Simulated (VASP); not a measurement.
# Yb (Fm-3m) in VASP: notebook

Yb is run at these levels: r2SCAN; tasks: single point.

All numbers are computed with VASP 6.6.1; they aren't measurements. Logs are shortened: lines on timing, memory, paths and dates and some standing lists are left out, and cuts for length are marked.

## Step 1: The cell of the first run

It takes space group Fm-3m (No. 225, cubic). Conventional cell: a = 5.219 Å, b = 5.219 Å, c = 5.219 Å, α = 90.00°, β = 90.00°, γ = 90.00°. Yb (site symmetry m-3m) has 12 Yb at 3.69 Å within 4.8 Å.

## Step 2: Single point, r2SCAN

The input, POSCAR:

```
Yb
1.0
    0.0000000000      2.6096620394      2.6096620394
    2.6096620394      0.0000000000      2.6096620394
    2.6096620394      2.6096620394      0.0000000000
Yb
1
Direct
    0.0000000000      0.0000000000      0.0000000000
```

The input, INCAR.step1:

```
PREC = Accurate ; ENCUT = 520
ISMEAR = 1 ; SIGMA = 0.3
LREAL = F ; LASPH = T
NELM = 60 ; NBANDS = 18
GGA = PE ; ALGO = Normal
EDIFF = 1E-4 ; LWAVE = T
LCHARG = F
```

The input, INCAR.step2:

```
PREC = Accurate ; ENCUT = 520
EDIFF = 1E-7 ; ISMEAR = 1
SIGMA = 0.3 ; LREAL = F
LASPH = T ; NELM = 60
ALGO = Normal ; ISIF = 2
LWAVE = F ; LCHARG = F
METAGGA = R2SCAN ; LMIXTAU = T
NBANDS = 18 ; ISTART = 1
```

The input, KPOINTS:

```
regular mesh
0
Gamma
  10 10 10
```

Potentials or basis: VASP PAW PBE potentials, release 64 (Yb).

On the command line:

```sh
> cat potpaw_PBE.64/Yb/POTCAR > POTCAR
> cp INCAR.step1 INCAR
> mpirun -np 1 vasp_std > vasp.out
> cp INCAR.step2 INCAR
> mpirun -np 1 vasp_std > vasp.out
```

OUTCAR:

```text
PREC = Accurate
   ENCUT = 520
   EDIFF = 1E-7
   ISMEAR = 1
   LREAL = F
   LASPH = T
   NELM = 60
   ISIF = 2
   METAGGA = R2SCAN
   ISTART = 1

 ion  position               nearest neighbor table
   1  0.000  0.000  0.000-

  LATTYP: Found a face centered cubic cell.
 ALAT       =     5.2193240788

  Lattice vectors:

 A1 = (   0.0000000000,   2.6096620394,   2.6096620394)
 A2 = (   2.6096620394,   0.0000000000,   2.6096620394)
 A3 = (   2.6096620394,   2.6096620394,   0.0000000000)

Analysis of symmetry for initial positions (statically):
=====================================================================
 Subroutine PRICEL returns:
 Original cell was already a primitive cell.

 Routine SETGRP: Setting up the symmetry group for a
 face centered cubic supercell.

 Subroutine GETGRP returns: Found 48 space group operations
 (whereof 48 operations were pure point group operations)
 out of a pool of 48 trial point group operations.

The static configuration has the point symmetry O_h .

Analysis of symmetry for dynamics (positions and initial velocities):
=====================================================================
 Subroutine PRICEL returns:
 Original cell was already a primitive cell.

 Routine SETGRP: Setting up the symmetry group for a
 face centered cubic supercell.

 Subroutine GETGRP returns: Found 48 space group operations
 (whereof 48 operations were pure point group operations)
 out of a pool of 48 trial point group operations.

The dynamic configuration has the point symmetry O_h .

 Subroutine INISYM returns: Found 48 space group operations
 (whereof 48 operations are pure point group operations),
 and found     1 'primitive' translations

----------------------------------------------------------------------------------------

                                     Primitive cell

  volume of cell :      35.5454

  direct lattice vectors                    reciprocal lattice vectors
     0.000000000  2.609662039  2.609662039    -0.191595690  0.191595690  0.191595690
     2.609662039  0.000000000  2.609662039     0.191595690 -0.191595690  0.191595690
     2.609662039  2.609662039  0.000000000     0.191595690  0.191595690 -0.191595690

  length of vectors
     3.690619449  3.690619449  3.690619449     0.331853470  0.331853470  0.331853470

  position of ions in fractional coordinates (direct lattice)
     0.000000000  0.000000000  0.000000000

  ion indices of the primitive-cell ions
   primitive index   ion index
                 1           1

----------------------------------------------------------------------------------------

 KPOINTS: regular mesh

Automatic generation of k-mesh.
 Grid dimensions read from file:
 generate k-points for:   10   10   10

 Generating k-lattice:

  Cartesian coordinates                     Fractional coordinates (reciprocal lattice)
    -0.019159569  0.019159569  0.019159569     0.100000000  0.000000000  0.000000000
     0.019159569 -0.019159569  0.019159569     0.000000000  0.100000000  0.000000000
     0.019159569  0.019159569 -0.019159569     0.000000000  0.000000000  0.100000000

  Length of vectors
     0.033185347  0.033185347  0.033185347

  Shift w.r.t. Gamma in fractional coordinates (k-lattice)
     0.000000000  0.000000000  0.000000000

 Subroutine IBZKPT returns following result:
 ===========================================

 Found     47 irreducible k-points:

 Following reciprocal coordinates:
            Coordinates               Weight
  0.000000  0.000000  0.000000      1.000000
  0.100000  0.000000  0.000000      8.000000
  0.200000  0.000000  0.000000      8.000000
  0.300000  0.000000  0.000000      8.000000
  0.400000  0.000000  0.000000      8.000000
  0.500000  0.000000  0.000000      4.000000
[... 16 lines left out ...]
  0.300000  0.300000  0.000000      6.000000
  0.400000  0.300000  0.000000     24.000000
 [... further k-points ...]
   k-points           NKPTS =     47   k-points in BZ     NKDIM =     47   number of bands    NBANDS=     18
   number of dos      NEDOS =    301   number of ions     NIONS =      1
   total plane-waves  NPLWV =  21952
   dimension x,y,z NGX =    28 NGY =   28 NGZ =   28
   dimension x,y,z NGXF=    56 NGYF=   56 NGZF=   56
   ions per type =               1
   NGX,Y,Z   is equivalent  to a cutoff of  12.61, 12.61, 12.61 a.u.
   NGXF,Y,Z  is equivalent  to a cutoff of  25.23, 25.23, 25.23 a.u.
 SYSTEM =  unknown system
   PREC   = accura    normal or accurate (medium, high low for compatibility)
   ISTART =      1    job   : 0-new  1-cont  2-samecut
   ICHARG =      0    charge: 1-file 2-atom 10-const
   ISPIN  =      1    spin polarized calculation?
   LNONCOLLINEAR =      F non collinear calculations
   LSORBIT =      F    spin-orbit coupling
   LASPH  =      T    aspherical Exc in radial PAW
   ENCUT  =  520.0 eV  38.22 Ry    6.18 a.u.   6.86  6.86  6.86*2*pi/ulx,y,z
   NELM   =     60;   NELMIN=  2; NELMDL=  0     # of ELM steps
   EDIFF  = 0.1E-06   stopping-criterion for ELM
   LREAL  =      F    real-space projection
   EDIFFG = 0.1E-05   stopping-criterion for IOM
   NSW    =      0    number of steps for IOM
   IBRION =     -1    ionic relax: 0-MD 1-quasi-New 2-CG
   NFREE  =      0    steps in history (QN), initial steepest desc. (CG)
   ISIF   =      2    stress and relaxation
   ISYM   =      2    0-nonsym 1-usesym 2-fastsym
   POTIM  = 0.5000    time-step for ionic-motion
   TEBEG  =    0.0;   TEEND  =   0.0 temperature during run
   PSTRESS=    0.0 pullay stress
   NELECT =      24.0000    total number of electrons
   NUPDOWN=      -1.0000    fix difference up-down
   EMIN   =  10.00;   EMAX   =-10.00  energy-range for DOS
   EFERMI =   0.00;   METHOD = LEGACY
   ISMEAR =     1;   SIGMA  =   0.30  broadening in eV -4-tet -1-fermi 0-gaus
   EFERMI_NEDOS =   21; number of points for ismear=-14 and -15
   IALGO  =     38    algorithm
   IMIX   =      4    mixing-type and parameters
     AMIX     =   0.40;   BMIX     =  1.00
     AMIX_MAG =   1.60;   BMIX_MAG =  1.00
  volume/ion in A,a.u.               =      35.55       239.87
  Fermi-wavevector in a.u.,A,eV,Ry     =   1.436209  2.714041 28.064687  2.062696
  Thomas-Fermi vector in A             =   2.555423
   LORBIT       =      0    0 simple, 1 ext, 2 COOP (PROOUT), +10 PAW based schemes
   METAGGA = R2SCAN    functional components
   LHFCALC =     F    Hartree Fock is set to
   AEXX    =    0.0000 exact exchange contribution
   IVDW    =     0    specifies the selected vdW correction
   LEPSILON=     F    determine dielectric tensor
   LRPA    =     F    only Hartree local field effects (RPA)
 non-spin polarized calculation
 Methfessel and Paxton  Order N= 1 SIGMA  =   0.30
  energy-cutoff  :      520.00
  volume of cell :       35.55
 maximum number of plane-waves:       982
   NGX = 13   NGY = 13   NGZ = 13

 number of electron      24.0000013 magnetization

 Free energy of the ion-electron system (eV)
  ---------------------------------------------------
  ext. energy  EPLUGINS =         0.00000000
  ---------------------------------------------------
  free energy    TOTEN  =       -35.43625363 eV

  energy without entropy =      -35.58947299  energy(sigma->0) =      -35.48732675

 E-fermi :   1.5427     XC(G=0): -10.1837

 val. band max:        1.5075482086   @ k =  -0.3000   0.5000   0.2000
 cond. band min:       1.5776602272   @ k =  -0.3000   0.4000   0.2000
 fundamental gap:      0.0701120186
 Fermi energy:         1.5427028545

 k-point     1 :       0.0000    0.0000    0.0000
  band No.  band energies     occupation
      1     -51.7560      2.00000
      2     -23.3134      2.00000
      3     -23.3132      2.00000
      4     -23.3132      2.00000
      5      -3.8273      2.00000
      6       1.2122      2.06544
[... 10 lines left out ...]
     17       6.9847     -0.00000
     18      11.4990      0.00000

 k-point     2 :       0.1000    0.0000    0.0000
  band No.  band energies     occupation
      1     -51.7542      2.00000
      2     -23.3485      2.00000
      3     -23.3179      2.00000
      4     -23.3177      2.00000
      5      -3.5849      2.00000
      6       1.1995      2.06867
[... 10 lines left out ...]
     17       6.8360     -0.00000
     18      12.0793      0.00000

 k-point     3 :       0.2000    0.0000    0.0000
  band No.  band energies     occupation
      1     -51.7496      2.00000
      2     -23.4396      2.00000
      3     -23.3297      2.00000
      4     -23.3296      2.00000
      5      -2.8969      2.00000
      6       1.1698      2.07082
[... 10 lines left out ...]
     17       6.7378     -0.00000
     18      11.7811      0.00000

 k-point     4 :       0.3000    0.0000    0.0000
  band No.  band energies     occupation
      1     -51.7438      2.00000
      2     -23.5496      2.00000
      3     -23.3443      2.00000
      4     -23.3441      2.00000
      5      -1.8885      2.00000
      6       1.1390      2.06711
[... 10 lines left out ...]
     17       7.2457     -0.00000
     18      10.6933      0.00000

 k-point     5 :       0.4000    0.0000    0.0000
  band No.  band energies     occupation
      1     -51.7392      2.00000
      2     -23.6366      2.00000
      3     -23.3560      2.00000
      4     -23.3559      2.00000
      5      -0.8151      2.00000
      6       1.1178      2.06232
[... 10 lines left out ...]
     17       8.0978      0.00000
     18       9.9971      0.00000

 k-point     6 :       0.5000    0.0000    0.0000
  band No.  band energies     occupation
      1     -51.7374      2.00000
      2     -23.6694      2.00000
      3     -23.3605      2.00000
      4     -23.3603      2.00000
      5      -0.2457      2.00000
      6       1.1104      2.06036
[... 307 lines left out ...]
 k-point    21 :      -0.3000    0.2000    0.0000
  band No.  band energies     occupation
      1     -51.7374      2.00000
      2     -23.5851      2.00000
      3     -23.4453      2.00000
      4     -23.3607      2.00000
      5      -0.4370      2.00000
      6       1.1141      2.06136
[... 10 lines left out ...]
     17       8.9293      0.00000
     18      10.3004      0.00000

 k-point    22 :      -0.2000    0.2000    0.0000
  band No.  band energies     occupation
      1     -51.7418      2.00000
      2     -23.5320      2.00000
      3     -23.4116      2.00000
      4     -23.3425      2.00000
      5      -1.5147      2.00000
      6       1.1283      2.06486
[... 10 lines left out ...]
     17       8.3356      0.00000
     18      11.5465      0.00000

 k-point    23 :       0.3000    0.3000    0.0000
  band No.  band energies     occupation
      1     -51.7398      2.00000
      2     -23.5382      2.00000
      3     -23.3970      2.00000
      4     -23.3969      2.00000
      5      -1.3006      2.00000
      6       1.1423      2.06773
[... 10 lines left out ...]
     17       7.9583      0.00000
     18      13.2749      0.00000

 k-point    24 :       0.4000    0.3000    0.0000
  band No.  band energies     occupation
      1     -51.7361      2.00000
      2     -23.5846      2.00000
      3     -23.4224      2.00000
      4     -23.4113      2.00000
      5      -0.5199      2.00000
      6       1.1243      2.06393
[... 10 lines left out ...]
     17       8.4429      0.00000
     18      10.9909      0.00000

 [... further k-points ...]

------------------------ aborting loop because EDIFF is reached ----------------------------------------

  FORCE on cell =-STRESS in cart. coord.  units (eV):
  Direction    XX          YY          ZZ          XY          YZ          ZX
  --------------------------------------------------------------------------------------
  -------------------------------------------------------------------------------------
  Total       -0.1302918     -0.1302918     -0.1302918      0.0000000      0.0000000      0.0000000
  in kB       -5.8727932     -5.8727932     -5.8727932      0.0000000      0.0000000      0.0000000
  external PRESSURE =      -5.8727932 kB  Pullay stress =       0.0000000 kB

 VOLUME and BASIS-vectors are now :
 -----------------------------------------------------------------------------
  energy-cutoff  :      520.00
  volume of cell :       35.55
      direct lattice vectors                 reciprocal lattice vectors
     0.000000000  2.609662039  2.609662039    -0.191595690  0.191595690  0.191595690
     2.609662039  0.000000000  2.609662039     0.191595690 -0.191595690  0.191595690
     2.609662039  2.609662039  0.000000000     0.191595690  0.191595690 -0.191595690

 POSITION                                       TOTAL-FORCE (eV/Angst)
 -----------------------------------------------------------------------------------
      0.00000      0.00000      0.00000        -0.000000     -0.000000     -0.000000
 -----------------------------------------------------------------------------------
    total drift:                               -0.000000     -0.000000     -0.000000

  FREE ENERGIE OF THE ION-ELECTRON SYSTEM (eV)
  ---------------------------------------------------
  free  energy   TOTEN  =       -35.4362536349 eV

  energy  without entropy=      -35.5894729912  energy(sigma->0) =      -35.48732675
```

Wall time 11 min (1 thread of AMD EPYC 7R43 (Zen 3), shared host); peak memory 0.16 GiB.

What came out:

```yaml
Free_energy: -35.4363 eV
Pressure: -0.6 GPa
```

Caveat: the PAW data sets were made with another functional, which shifts forces and pressure a little; spin-orbit coupling is left out, which moves the levels of the heavy elements.

## Step 3: Single point, r2SCAN

POSCAR is that of step 2.

The input, INCAR.step1:

```
SYSTEM = Yb
PREC = Accurate
ENCUT = 520
ISMEAR = 1
SIGMA = 0.6
LREAL = .False.
LASPH = .True.
NELM = 60
NBANDS = 18
GGA = PE
ALGO = Normal
EDIFF = 1E-4
LWAVE = .True.
LCHARG = .False.
```

The input, INCAR.step2:

```
SYSTEM = Yb
PREC = Accurate
ENCUT = 520
EDIFF = 1E-7
ISMEAR = 1
SIGMA = 0.6
LREAL = .False.
LASPH = .True.
NELM = 60
ALGO = Normal
ISIF = 2
LWAVE = .False.
LCHARG = .False.
METAGGA = R2SCAN
LMIXTAU = .True.
NBANDS = 18
ISTART = 1
```

The input, KPOINTS:

```
Automatic mesh
0
Gamma
  10 10 10
  0 0 0
```

Potentials or basis: VASP PAW PBE potentials, release 64 (Yb).

On the command line:

```sh
> cat potpaw_PBE.64/Yb/POTCAR > POTCAR
> cp INCAR.step1 INCAR
> mpirun -np 1 vasp_std > vasp.out
> cp INCAR.step2 INCAR
> mpirun -np 1 vasp_std > vasp.out
```

It took 4.1 min on 1 thread of AMD EPYC 7R43 (Zen 3), shared host; peak memory 0.16 GiB.

The run converged. Its results:

```
Free energy : -35.3052 eV
Pressure    : -0.4 GPa
```

Levels at points of the mesh, in eV from the Fermi level:
```
           k point  band 9  band 10  band 11  band 12  band 13  band 14  band 15  band 16
(0.00, 0.00, 0.00)   -0.49    -0.49    -0.49    -0.49     3.16     3.16     3.16     5.37
(0.50, 0.00, 0.00)   -0.49    -0.47    -0.41    -0.41     0.25     2.89     2.89     6.95
(0.50, 0.50, 0.00)   -0.49    -0.42    -0.42    -0.37     0.15     1.71     6.97     7.42
```

Caveat: so wide a smearing shifts energies and pressures; the PAW data sets were made with another functional, which shifts forces and pressure a little; spin-orbit coupling is left out, which moves the levels of the heavy elements.

## Step 4: Single point, r2SCAN

POSCAR is that of step 3.

The input, INCAR.step1:

```
PREC = Accurate
ENCUT = 520
ISMEAR = 1
SIGMA = 1.0
LREAL = F
LASPH = T
NELM = 60
NBANDS = 18
GGA = PE
ALGO = Normal
EDIFF = 1E-4
LWAVE = T
LCHARG = F
```

The input, INCAR.step2:

```
PREC = Accurate
ENCUT = 520
EDIFF = 1E-7
ISMEAR = 1
SIGMA = 1.0
LREAL = F
LASPH = T
NELM = 60
ALGO = Normal
ISIF = 2
LWAVE = F
LCHARG = F
METAGGA = R2SCAN
LMIXTAU = T
NBANDS = 18
ISTART = 1
```

The input, KPOINTS:

```
Automatic mesh
0
Gamma
  10 10 10
```

On the command line:

```sh
> cat potpaw_PBE.64/Yb/POTCAR > POTCAR
> cp INCAR.step1 INCAR
> mpirun -np 1 vasp_std > vasp.out
> cp INCAR.step2 INCAR
> mpirun -np 1 vasp_std > vasp.out
```

Wall time 4.4 min (1 thread of AMD EPYC 7R43 (Zen 3), shared host); peak memory 0.16 GiB.

It converged, with:

```
Free energy            : -35.1941 eV
Pressure               : -0.3 GPa
Band gap on the k mesh : zero (bands 12 and 13 overlap by 0.02 eV)
```

Levels at points of the mesh, in eV from the Fermi level:
```
           k point  band 10  band 11  band 12  band 13  band 14  band 15
(0.00, 0.00, 0.00)    -0.73    -0.73    -0.73     3.11     3.11     3.11
(0.50, 0.00, 0.00)    -0.73    -0.72    -0.72     0.19     2.85     2.85
(0.50, 0.50, 0.00)    -0.73    -0.73    -0.71     0.11     1.68     6.91
```

Caveat: so wide a smearing shifts energies and pressures; the PAW data sets were made with another functional, which shifts forces and pressure a little; spin-orbit coupling is left out, which moves the levels of the heavy elements.

## Step 5: Overview

```csv
smearing,pressure (GPa)
methfessel-paxton 0.3 eV,-0.6
methfessel-paxton 0.6 eV,-0.4
methfessel-paxton 1 eV,-0.3
```

Alike in all rows: task single point; level r2SCAN; potentials or basis VASP PAW PBE potentials, release 64 (Yb); no spin polarisation; cell as given; k mesh 10 × 10 × 10; cutoff (eV) 520.

Caveats: the PAW data sets were made with another functional, which shifts forces and pressure a little; spin-orbit coupling is left out, which moves the levels of the heavy elements; so wide a smearing shifts energies and pressures (at least some runs).

Total energies depend on the potentials used, so only differences within one code and one set of settings carry meaning.

The gap in the log of VASP goes by the Fermi energy; the results here count the filled bands.